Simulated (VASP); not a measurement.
# RbCdI3 (Pm-3m) in VASP: further runs

The runs below take RbCdI3 through single point, with PBE, r2SCAN.

All numbers are computed with VASP 6.6.1; they aren't measurements. Logs are shortened: lines on timing, memory, paths and dates and some standing lists are left out, and cuts for length are marked.

### 1 The cell of the first run

It takes space group Pm-3m (No. 221, cubic). The conventional cell has a = 5.653 Å, b = 5.653 Å, c = 5.653 Å, α = 90.00°, β = 90.00°, γ = 90.00°. Within 5.2 Å of Rb (site symmetry m-3m) lie 12 I at 4.00 Å and 8 Cd at 4.90 Å. Within 3.7 Å of Cd (site symmetry m-3m) lie 6 I at 2.83 Å. Within 3.7 Å of I (site symmetry 4/mmm) lie 2 Cd at 2.83 Å.

### 2 Single point, PBE (strain -5.0%)

INCAR

```
PREC = Accurate
ENCUT = 520
EDIFF = 1E-6
ISMEAR = -1
SIGMA = 0.02
LREAL = False
LASPH = True
NELM = 60
ALGO = Normal
ISIF = 2
LWAVE = False
LCHARG = False
GGA = PE
NBANDS = 29
```

KPOINTS

```
regular mesh
0
Gamma
  4 4 4
```

POSCAR

```
RbCdI3
1.0
    5.6533695357      0.0000000000      0.0000000000
    0.0000000000      5.6533695357      0.0000000000
    0.0000000000      0.0000000000      5.6533695357
Rb Cd I
1 1 3
Direct
    0.0000000000      0.0000000000      0.0000000000
    0.5000000000      0.5000000000      0.5000000000
    0.5000000000      0.5000000000      0.0000000000
    0.5000000000      0.0000000000      0.5000000000
    0.0000000000      0.5000000000      0.5000000000
```

Potentials or basis: VASP PAW PBE potentials, release 64 (Rb_sv, Cd, I).

Started as:

```console
> cat potpaw_PBE.64/Rb_sv/POTCAR potpaw_PBE.64/Cd/POTCAR potpaw_PBE.64/I/POTCAR > POTCAR
> mpirun -np 1 vasp_std > vasp.out
```

OUTCAR:

```text
PREC = Accurate
   ENCUT = 520
   EDIFF = 1E-6
   ISMEAR = -1
   LREAL = False
   LASPH = True
   NELM = 60
   ISIF = 2
   GGA = PE

 ion  position               nearest neighbor table
   1  0.000  0.000  0.000-   3 4.00   4 4.00   5 4.00   4 4.00   5 4.00   3 4.00   5 4.00   5 4.00
                             3 4.00   4 4.00   4 4.00   3 4.00
   2  0.500  0.500  0.500-   3 2.83   4 2.83   5 2.83   3 2.83   4 2.83   5 2.83
   3  0.500  0.500  0.000-   2 2.83   2 2.83   1 4.00   1 4.00   1 4.00   1 4.00
   4  0.500  0.000  0.500-   2 2.83   2 2.83   1 4.00   1 4.00   1 4.00   1 4.00
   5  0.000  0.500  0.500-   2 2.83   2 2.83   1 4.00   1 4.00   1 4.00   1 4.00

  LATTYP: Found a simple cubic cell.
 ALAT       =     5.6533695357

  Lattice vectors:

 A1 = (   5.6533695357,   0.0000000000,   0.0000000000)
 A2 = (   0.0000000000,   5.6533695357,   0.0000000000)
 A3 = (   0.0000000000,   0.0000000000,   5.6533695357)

Analysis of symmetry for initial positions (statically):
=====================================================================
 Subroutine PRICEL returns:
 Original cell was already a primitive cell.

 Routine SETGRP: Setting up the symmetry group for a
 simple cubic supercell.

 Subroutine GETGRP returns: Found 48 space group operations
 (whereof 48 operations were pure point group operations)
 out of a pool of 48 trial point group operations.

The static configuration has the point symmetry O_h .

Analysis of symmetry for dynamics (positions and initial velocities):
=====================================================================
 Subroutine PRICEL returns:
 Original cell was already a primitive cell.

 Routine SETGRP: Setting up the symmetry group for a
 simple cubic supercell.

 Subroutine GETGRP returns: Found 48 space group operations
 (whereof 48 operations were pure point group operations)
 out of a pool of 48 trial point group operations.

The dynamic configuration has the point symmetry O_h .

 Subroutine INISYM returns: Found 48 space group operations
 (whereof 48 operations are pure point group operations),
 and found     1 'primitive' translations

----------------------------------------------------------------------------------------

                                     Primitive cell

  volume of cell :     180.6850

  direct lattice vectors                    reciprocal lattice vectors
     5.653369536  0.000000000  0.000000000     0.176885660  0.000000000  0.000000000
     0.000000000  5.653369536  0.000000000     0.000000000  0.176885660  0.000000000
     0.000000000  0.000000000  5.653369536     0.000000000  0.000000000  0.176885660

  length of vectors
     5.653369536  5.653369536  5.653369536     0.176885660  0.176885660  0.176885660

  position of ions in fractional coordinates (direct lattice)
     0.000000000  0.000000000  0.000000000
     0.500000000  0.500000000  0.500000000
     0.500000000  0.500000000  0.000000000
     0.500000000  0.000000000  0.500000000
     0.000000000  0.500000000  0.500000000

  ion indices of the primitive-cell ions
   primitive index   ion index
                 1           1
                 2           2
                 3           3
                 4           4
                 5           5

----------------------------------------------------------------------------------------

 KPOINTS: regular mesh

Automatic generation of k-mesh.
 Grid dimensions read from file:
 generate k-points for:    4    4    4

 Generating k-lattice:

  Cartesian coordinates                     Fractional coordinates (reciprocal lattice)
     0.044221415  0.000000000  0.000000000     0.250000000  0.000000000  0.000000000
     0.000000000  0.044221415  0.000000000     0.000000000  0.250000000  0.000000000
     0.000000000  0.000000000  0.044221415     0.000000000  0.000000000  0.250000000

  Length of vectors
     0.044221415  0.044221415  0.044221415

  Shift w.r.t. Gamma in fractional coordinates (k-lattice)
     0.000000000  0.000000000  0.000000000

 Subroutine IBZKPT returns following result:
 ===========================================

 Found     10 irreducible k-points:

 Following reciprocal coordinates:
            Coordinates               Weight
  0.000000  0.000000  0.000000      1.000000
  0.250000  0.000000  0.000000      6.000000
  0.500000  0.000000  0.000000      3.000000
  0.250000  0.250000  0.000000     12.000000
  0.500000  0.250000  0.000000     12.000000
  0.500000  0.500000  0.000000      3.000000
  0.250000  0.250000  0.250000      8.000000
  0.500000  0.250000  0.250000     12.000000
  0.500000  0.500000  0.250000      6.000000
  0.500000  0.500000  0.500000      1.000000
   k-points           NKPTS =     10   k-points in BZ     NKDIM =     10   number of bands    NBANDS=     29
   number of dos      NEDOS =    301   number of ions     NIONS =      5
   total plane-waves  NPLWV =  74088
   dimension x,y,z NGX =    42 NGY =   42 NGZ =   42
   dimension x,y,z NGXF=    84 NGYF=   84 NGZF=   84
   ions per type =               1   1   3
   NGX,Y,Z   is equivalent  to a cutoff of  12.35, 12.35, 12.35 a.u.
   NGXF,Y,Z  is equivalent  to a cutoff of  24.70, 24.70, 24.70 a.u.
 SYSTEM =  unknown system
   PREC   = accura    normal or accurate (medium, high low for compatibility)
   ISTART =      0    job   : 0-new  1-cont  2-samecut
   ICHARG =      2    charge: 1-file 2-atom 10-const
   ISPIN  =      1    spin polarized calculation?
   LNONCOLLINEAR =      F non collinear calculations
   LSORBIT =      F    spin-orbit coupling
   LASPH  =      T    aspherical Exc in radial PAW
   ENCUT  =  520.0 eV  38.22 Ry    6.18 a.u.  10.51 10.51 10.51*2*pi/ulx,y,z
   NELM   =     60;   NELMIN=  2; NELMDL= -5     # of ELM steps
   EDIFF  = 0.1E-05   stopping-criterion for ELM
   LREAL  =      F    real-space projection
   EDIFFG = 0.1E-04   stopping-criterion for IOM
   NSW    =      0    number of steps for IOM
   IBRION =     -1    ionic relax: 0-MD 1-quasi-New 2-CG
   NFREE  =      0    steps in history (QN), initial steepest desc. (CG)
   ISIF   =      2    stress and relaxation
   ISYM   =      2    0-nonsym 1-usesym 2-fastsym
   POTIM  = 0.5000    time-step for ionic-motion
   TEBEG  =    0.0;   TEEND  =   0.0 temperature during run
   PSTRESS=    0.0 pullay stress
   NELECT =      42.0000    total number of electrons
   NUPDOWN=      -1.0000    fix difference up-down
   EMIN   =  10.00;   EMAX   =-10.00  energy-range for DOS
   EFERMI =   0.00;   METHOD = LEGACY
   ISMEAR =    -1;   SIGMA  =   0.02  broadening in eV -4-tet -1-fermi 0-gaus
   EFERMI_NEDOS =   21; number of points for ismear=-14 and -15
   IALGO  =     38    algorithm
   IMIX   =      4    mixing-type and parameters
     AMIX     =   0.40;   BMIX     =  1.00
     AMIX_MAG =   1.60;   BMIX_MAG =  1.00
  volume/ion in A,a.u.               =      36.14       243.86
  Fermi-wavevector in a.u.,A,eV,Ry     =   1.006585  1.902170 13.785611  1.013214
  Thomas-Fermi vector in A             =   2.139337
   LORBIT       =      0    0 simple, 1 ext, 2 COOP (PROOUT), +10 PAW based schemes
   GGA     = PE    functional components
   LHFCALC =     F    Hartree Fock is set to
   AEXX    =    0.0000 exact exchange contribution
   IVDW    =     0    specifies the selected vdW correction
   LEPSILON=     F    determine dielectric tensor
   LRPA    =     F    only Hartree local field effects (RPA)
 non-spin polarized calculation
  energy-cutoff  :      520.00
  volume of cell :      180.69
 maximum number of plane-waves:      4945
   NGX = 21   NGY = 21   NGZ = 21

 number of electron      41.9999997 magnetization

 Free energy of the ion-electron system (eV)
  ---------------------------------------------------
  ext. energy  EPLUGINS =         0.00000000
  ---------------------------------------------------
  free energy    TOTEN  =       -10.16393296 eV

  energy without entropy =      -10.16172932  energy(sigma->0) =      -10.16283114

 E-fermi :   2.3256     XC(G=0):  -8.4108

 val. band max:        2.2892286041   @ k =   0.5000   0.5000   0.5000
 cond. band min:       3.5774682828   @ k =   0.2500   0.0000   0.0000
 fundamental gap:      1.2882396787
 Fermi energy:         2.3255867460

 k-point     1 :       0.0000    0.0000    0.0000
  band No.  band energies     occupation
      1     -23.7913      2.00000
      2     -10.2036      2.00000
      3      -9.3753      2.00000
      4      -9.3753      2.00000
      5      -7.8874      2.00000
      6      -7.8874      2.00000
[... 21 lines left out ...]
     28       7.5645      0.00000
     29      10.6084      0.00000

 k-point     2 :       0.2500    0.0000    0.0000
  band No.  band energies     occupation
      1     -23.7912      2.00000
      2     -10.1009      2.00000
      3      -9.4090      2.00000
      4      -9.3711      2.00000
      5      -7.8847      2.00000
      6      -7.8847      2.00000
[... 21 lines left out ...]
     28       8.2576      0.00000
     29       9.7110      0.00000

 k-point     3 :       0.5000    0.0000    0.0000
  band No.  band energies     occupation
      1     -23.7910      2.00000
      2      -9.9819      2.00000
      3      -9.4493      2.00000
      4      -9.3669      2.00000
      5      -7.8820      2.00000
      6      -7.8820      2.00000
[... 21 lines left out ...]
     28       9.1472      0.00000
     29       9.7949      0.00000

 k-point     4 :       0.2500    0.2500    0.0000
  band No.  band energies     occupation
      1     -23.7910      2.00000
      2      -9.9892      2.00000
      3      -9.4202      2.00000
      4      -9.3853      2.00000
      5      -7.8820      2.00000
      6      -7.8711      2.00000
[... 21 lines left out ...]
     28       8.9825      0.00000
     29       9.6143      0.00000

 k-point     5 :       0.5000    0.2500    0.0000
  band No.  band energies     occupation
      1     -23.7908      2.00000
      2      -9.8527      2.00000
      3      -9.4565      2.00000
      4      -9.3900      2.00000
      5      -7.8793      2.00000
      6      -7.8678      2.00000
[... 21 lines left out ...]
     28       9.2532      0.00000
     29       9.3764      0.00000

 k-point     6 :       0.5000    0.5000    0.0000
  band No.  band energies     occupation
      1     -23.7907      2.00000
      2      -9.6652      2.00000
      3      -9.4638      2.00000
      4      -9.4638      2.00000
      5      -7.8766      2.00000
      6      -7.8534      2.00000
[... 21 lines left out ...]
     28       9.5321      0.00000
     29       9.5337      0.00000

 k-point     7 :       0.2500    0.2500    0.2500
  band No.  band energies     occupation
      1     -23.7908      2.00000
      2      -9.8741      2.00000
      3      -9.4072      2.00000
      4      -9.4072      2.00000
      5      -7.8827      2.00000
      6      -7.8827      2.00000
[... 21 lines left out ...]
     28       9.2103      0.00000
     29       9.8692      0.00000

 k-point     8 :       0.5000    0.2500    0.2500
  band No.  band energies     occupation
      1     -23.7907      2.00000
      2      -9.7291      2.00000
      3      -9.4494      2.00000
      4      -9.3939      2.00000
      5      -7.8945      2.00000
      6      -7.8650      2.00000
[... 21 lines left out ...]
     28       9.0006      0.00000
     29       9.7363      0.00000

 k-point     9 :       0.5000    0.5000    0.2500
  band No.  band energies     occupation
      1     -23.7905      2.00000
      2      -9.5501      2.00000
      3      -9.4422      2.00000
      4      -9.4422      2.00000
      5      -7.8920      2.00000
      6      -7.8799      2.00000
[... 21 lines left out ...]
     28       8.8594      0.00000
     29       9.4179      0.00000

 k-point    10 :       0.5000    0.5000    0.5000
  band No.  band energies     occupation
      1     -23.7904      2.00000
      2      -9.4199      2.00000
      3      -9.4199      2.00000
      4      -9.4199      2.00000
      5      -7.9073      2.00000
      6      -7.9073      2.00000
[... 21 lines left out ...]
     28       8.7586      0.00000
     29       9.0037      0.00000

------------------------ aborting loop because EDIFF is reached ----------------------------------------

  FORCE on cell =-STRESS in cart. coord.  units (eV):
  Direction    XX          YY          ZZ          XY          YZ          ZX
  --------------------------------------------------------------------------------------
  -------------------------------------------------------------------------------------
  Total        6.3067991      6.3067991      6.3067991      0.0000000      0.0000000     -0.0000000
  in kB       55.9239005     55.9239005     55.9239005      0.0000000      0.0000000     -0.0000000
  external PRESSURE =      55.9239005 kB  Pullay stress =       0.0000000 kB

 VOLUME and BASIS-vectors are now :
 -----------------------------------------------------------------------------
  energy-cutoff  :      520.00
  volume of cell :      180.69
      direct lattice vectors                 reciprocal lattice vectors
     5.653369536  0.000000000  0.000000000     0.176885660  0.000000000  0.000000000
     0.000000000  5.653369536  0.000000000     0.000000000  0.176885660  0.000000000
     0.000000000  0.000000000  5.653369536     0.000000000  0.000000000  0.176885660

 POSITION                                       TOTAL-FORCE (eV/Angst)
 -----------------------------------------------------------------------------------
      0.00000      0.00000      0.00000         0.000000      0.000000      0.000000
      2.82668      2.82668      2.82668         0.000000      0.000000      0.000000
      2.82668      2.82668      0.00000         0.000000      0.000000      0.000000
      2.82668      0.00000      2.82668         0.000000      0.000000      0.000000
      0.00000      2.82668      2.82668         0.000000      0.000000      0.000000
 -----------------------------------------------------------------------------------
    total drift:                                0.000000     -0.000000     -0.000000

  FREE ENERGIE OF THE ION-ELECTRON SYSTEM (eV)
  ---------------------------------------------------
  free  energy   TOTEN  =       -10.1639329626 eV

  energy  without entropy=      -10.1617293215  energy(sigma->0) =      -10.16283114
```

Wall time 40 s (1 thread of Intel Xeon Platinum 8488C (Sapphire Rapids), shared host); peak memory 0.27 GiB.

What came out:

```yaml
Free_energy: -10.1639 eV
Pressure: 5.6 GPa
Band_gap_on_the_k_mesh: zero (bands 21 and 22 overlap by 0.17 eV)
```

Levels at points of the mesh, in eV from the Fermi level:
```
           k point  band 19  band 20  band 21  band 22  band 23  band 24
(0.00, 0.00, 0.00)    -0.66    -0.66    -0.66    -0.21     3.60     4.63
(0.50, 0.00, 0.00)    -1.40    -0.88    -0.88     3.14     4.82     5.34
(0.50, 0.50, 0.00)    -1.48    -0.12    -0.06     4.70     4.95     4.95
(0.50, 0.50, 0.50)    -0.09    -0.04    -0.04     3.88     4.17     4.17
```

Caveat: the cell differs from its parent crystal (strain -5.0%); the cell stands under pressure; semilocal functionals underestimate gaps, and a narrow one can read as zero; spin-orbit coupling is left out, which moves the levels of the heavy elements.

(Continued in part 2 of 2.)

The gap in the log of VASP goes by the Fermi energy; the results here count the filled bands.